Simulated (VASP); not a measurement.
# MnO (Fm-3m) in VASP: a series of runs, part 2 of 2

VASP 6.6.1. The steps go on from the part before.

## (3) Single point, RPBE+D3(BJ)+U, collinear spin, ferromagnetic start (volume scaled by 1.04)

INCAR reads:

```
SYSTEM = MnO
PREC = Accurate
ENCUT = 520
EDIFF = 1E-6
ISMEAR = -1
SIGMA = 0.1
LREAL = .False.
LASPH = .True.
NELM = 150
ALGO = Normal
ISIF = 2
LWAVE = .False.
LCHARG = .False.
ISPIN = 2
MAGMOM = 4 0
LORBIT = 11
LMAXMIX = 4
LDAU = .True.
LDAUTYPE = 2
LDAUL = 2 -1
LDAUU = 2 0
LDAUJ = 0 0
LDAUPRINT = 1
GGA = RP
IVDW = 12
NBANDS = 20
```

KPOINTS reads:

```
regular mesh
0
Gamma
  10 10 10
  0 0 0
```

POSCAR reads:

```
MnO
1.0
    3.1864678134      0.0000000000      0.0000000000
    1.5932339067      2.7595620747      0.0000000000
    1.5932339067      0.9198540249      2.6017400749
Mn O
1 1
Direct
    0.0000000000      0.0000000000      0.0000000000
    0.5000000000      0.5000000000      0.5000000000
```

Potentials or basis: VASP PAW PBE potentials, release 64 (Mn_pv, O).

On the command line:

```
$ cat potpaw_PBE.64/Mn_pv/POTCAR potpaw_PBE.64/O/POTCAR > POTCAR
$ mpirun -np 1 vasp_std > vasp.out
```

OUTCAR:

```text
SYSTEM = MnO
   PREC = Accurate
   ENCUT = 520
   EDIFF = 1E-6
   ISMEAR = -1
   LREAL = .False.
   LASPH = .True.
   NELM = 150
   ISIF = 2
   ISPIN = 2
   LORBIT = 11
   GGA = RP
   IVDW = 12
 IVDW          = 12

 ion  position               nearest neighbor table
   1  0.000  0.000  0.000-   2 2.25   2 2.25   2 2.25   2 2.25   2 2.25   2 2.25
   2  0.500  0.500  0.500-   1 2.25   1 2.25   1 2.25   1 2.25   1 2.25   1 2.25

  LATTYP: Found a face centered cubic cell.
 ALAT       =     4.5063459977

  Lattice vectors:

 A1 = (   3.1864678134,   0.0000000000,   0.0000000000)
 A2 = (   1.5932339067,   2.7595620747,   0.0000000000)
 A3 = (   1.5932339067,   0.9198540249,   2.6017400749)

Analysis of symmetry for initial positions (statically):
=====================================================================
 Subroutine PRICEL returns:
 Original cell was already a primitive cell.

 Routine SETGRP: Setting up the symmetry group for a
 face centered cubic supercell.

 Subroutine GETGRP returns: Found 48 space group operations
 (whereof 48 operations were pure point group operations)
 out of a pool of 48 trial point group operations.
[... 1329 lines left out ...]

 [... further k-points ...]

------------------------ aborting loop because EDIFF is reached ----------------------------------------

 Edisp (eV)   -2.70394

 E8    (eV) :    -1.6728

  FORCE on cell =-STRESS in cart. coord.  units (eV):
  Direction    XX          YY          ZZ          XY          YZ          ZX
  --------------------------------------------------------------------------------------
  -------------------------------------------------------------------------------------
  Total      -2.80813    -2.80813    -2.80813     0.00000    -0.00000    -0.00000
  in kB    -196.65892  -196.65892  -196.65892     0.00000    -0.00000    -0.00000
  external pressure =     -196.66 kB  Pullay stress =        0.00 kB

 VOLUME and BASIS-vectors are now :
 -----------------------------------------------------------------------------
  energy-cutoff  :      520.00
  volume of cell :       22.88
      direct lattice vectors                 reciprocal lattice vectors
     3.186467813  0.000000000  0.000000000     0.313827115 -0.181188169 -0.128119383
     1.593233907  2.759562075  0.000000000     0.000000000  0.362376338 -0.128119383
     1.593233907  0.919854025  2.601740075     0.000000000  0.000000000  0.384358149

 POSITION                                       TOTAL-FORCE (eV/Angst)
 -----------------------------------------------------------------------------------
      0.00000      0.00000      0.00000        -0.000000     -0.000000      0.000000
      3.18647      1.83971      1.30087         0.000000      0.000000      0.000000
 -----------------------------------------------------------------------------------
    total drift:                               -0.000000      0.000000     -0.000000

  FREE ENERGIE OF THE ION-ELECTRON SYSTEM (eV)
  ---------------------------------------------------
  free  energy   TOTEN  =       -17.9428612726 eV

  energy  without entropy=      -17.9411756959  energy(sigma->0) =      -17.94201848

 total charge

# of ion       s       p       d       tot
------------------------------------------
    1        0.196   6.165   4.939  11.300
    2        1.562   3.436   0.000   4.997
--------------------------------------------------
tot          1.758   9.601   4.939  16.297

 magnetization (x)

# of ion       s       p       d       tot
------------------------------------------
    1        0.034   0.027   4.517   4.578
    2        0.025   0.148   0.000   0.174
--------------------------------------------------
tot          0.059   0.176   4.517   4.752
```

OSZICAR:

```text
N       E                     dE             d eps       ncg     rms          rms(c)
DAV:   1     0.172174095257E+03    0.17217E+03   -0.10367E+04  3784   0.111E+03
DAV:   2    -0.800948482945E+01   -0.18018E+03   -0.16757E+03  3896   0.325E+02
DAV:   3    -0.165402637120E+02   -0.85308E+01   -0.84544E+01  4244   0.764E+01
DAV:   4    -0.166046397860E+02   -0.64376E-01   -0.64364E-01  4308   0.688E+00
DAV:   5    -0.166052477484E+02   -0.60796E-03   -0.60795E-03  4208   0.663E-01    0.142E+01
DAV:   6    -0.151520341297E+02    0.14532E+01   -0.97827E+00  5120   0.333E+01    0.141E+01
DAV:   7    -0.152300774915E+02   -0.78043E-01   -0.10054E+00  4104   0.126E+01    0.822E+00
DAV:   8    -0.152365335687E+02   -0.64561E-02   -0.11573E-01  4068   0.287E+00    0.464E+00
DAV:   9    -0.152384309959E+02   -0.18974E-02   -0.23442E-02  3968   0.173E+00    0.459E-01
DAV:  10    -0.152386143097E+02   -0.18331E-03   -0.38290E-03  4068   0.800E-01    0.137E-01
DAV:  11    -0.152388337521E+02   -0.21944E-03   -0.31457E-04  4264   0.154E-01    0.563E-02
DAV:  12    -0.152389021968E+02   -0.68445E-04   -0.35612E-05  4144   0.658E-02    0.217E-02
DAV:  13    -0.152389218862E+02   -0.19689E-04   -0.18411E-05  4188   0.332E-02    0.997E-03
DAV:  14    -0.152389246411E+02   -0.27548E-05   -0.21792E-06  4160   0.124E-02    0.303E-03
DAV:  15    -0.152389249119E+02   -0.27081E-06   -0.10111E-07  2248   0.268E-03
   1 F= -.17942861E+02 E0= -.17942018E+02  d E =-.168558E-02  mag=     4.9996
```

stdout:

```text
POSCAR found type information on POSCAR MnO
 POSCAR found :  2 types and       2 ions
 scaLAPACK will be used
 -----------------------------------------------------------------------------
|                                                                             |
|                                                                             |
|     You enforced a specific xc type in the INCAR file but a different       |
|     I HOPE YOU KNOW WHAT YOU ARE DOING!                                     |
|                                                                             |
 -----------------------------------------------------------------------------

 LDA part: xc-table for (Slater+PW92), standard interpolation
 POSCAR, INCAR and KPOINTS ok, starting setup
 FFT: planning ... GRIDC
 FFT: planning ... GRID_SOFT
 FFT: planning ... GRID
 WAVECAR not read
 entering main loop
```

Wall time 28 s (1 thread of Intel Xeon 6975P-C, shared host); peak memory 0.18 GiB.

Results:

```
Free energy                                           : -17.9429 eV
Pressure                                              : -19.7 GPa
Band gap on the k mesh                                : zero (filled and empty bands overlap)
Net moment                                            : 5.00 μB per cell
Site moments                                          : Mn +4.58; O +0.17 μB
Valence electrons inside the program's atomic spheres : Mn 11.30; O 5.00
Dispersion energy per atom                            : -1.352 eV
```

Eigenvalues of the final occupation matrices:
```tsv
site	spin	trace	eigenvalues
site 1 d	1	4.74	0.94 0.94 0.94 0.97 0.97
site 1 d	2	0.22	0.02 0.02 0.02 0.08 0.08
```

Caveat: the PAW data sets were made with another functional, which shifts forces and pressure a little; a cell with one magnetic atom can't hold antiferromagnetic order, which such compounds often take; pairwise dispersion overbinds metals, which lowers pressure and volume.
